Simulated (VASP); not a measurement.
HfNb3F: relaxation of cell and atoms with PBE

Crystal: HfNb3F.

```
Hf Nb F
1.0
     6.54064    0.00000    0.00000
    -3.27032    5.66436    0.00000
     0.00000    0.00000    4.65735
Hf Nb F
1 3 1
Direct
  0.33333 0.66667 0.00000
  0.46839 0.53161 0.50000
  0.46839 0.93678 0.50000
  0.06322 0.53161 0.50000
  0.66667 0.33333 0.50000
```

The cell was generated, and may not be a known phase.

```json
{"Program": "VASP 6.6.1", "Task": "relaxation of cell and atoms", "Functional": "PBE", "Potentials or basis": "VASP PAW PBE potentials, release 64 (Hf_pv, Nb_sv, F)", "Cutoff": "600 eV", "k mesh": "6 × 6 × 8", "Occupations": "gaussian, width 0.1 eV", "Spin": "no spin polarisation", "Dipole correction": "no", "Further INCAR settings": "ALGO = Normal; EDIFF = 1e-07; IBRION = 2; EDIFFG = -0.01; NSW = 100; ISIF = 3"}
```

| Property | Result |
| --- | --- |
| Relaxed volume | 34.51 Å³/atom |
| Relaxed cell | a = 6.555 Å, b = 6.555 Å, c = 4.638 Å, α = 90.00°, β = 90.00°, γ = 120.00° |
| Space group after relaxing (to 0.1 Å) | P-6m2 (No. 187) |
| Energy gained by relaxing | 0.3 meV/atom |
| Ionic steps | 5 |
| Pressure after relaxing | 0.0 GPa |
| Band gap on the k mesh | zero (bands 28 and 29 overlap by 0.61 eV) |

Step by step:
```
step  energy change (eV)  largest force (eV/Å)  pressure (GPa)  volume (Å³)
   1              0.0000                0.0559            0.08       172.55
   2             -0.0009                0.0696           -0.17       172.99
   3             -0.0010                0.0390           -0.11       172.88
   4             -0.0013                0.0149            0.05       172.45
   5             -0.0013                0.0006            0.00       172.57
```

Final structure:
```
CELL_PARAMETERS angstrom
6.55470 0.00000 0.00000
-3.27735 5.67653 0.00000
0.00000 0.00000 4.63805
ATOMIC_POSITIONS crystal
Hf 0.33333 0.66667 0.00000
Nb 0.46850 0.53150 0.50000
Nb 0.46850 0.93700 0.50000
Nb 0.06299 0.53150 0.50000
F 0.66667 0.33333 0.50000
```

Levels at points of the mesh, in eV from the Fermi level:
```
           k point  band 25  band 26  band 27  band 28  band 29  band 30  band 31  band 32
(0.00, 0.00, 0.00)    -0.59    -0.59    -0.49    -0.39    -0.39     1.78     1.78     2.13
(0.50, 0.00, 0.00)    -0.69    -0.65    -0.53    -0.33    -0.22     0.61     1.33     1.89
(0.00, 0.00, 0.50)    -0.79    -0.79    -0.59     0.09     0.09     0.70     1.97     1.97
(0.50, 0.00, 0.50)    -0.54    -0.27    -0.09     0.10     0.19     0.78     1.08     1.15
```

Wall time 14 min on 1 thread of Intel(R) Xeon(R) Platinum 8488C (Sapphire Rapids) (shared host), peak memory 0.5 GiB.

Caveat: spin-orbit coupling is left out, which moves the levels of the heavy elements.
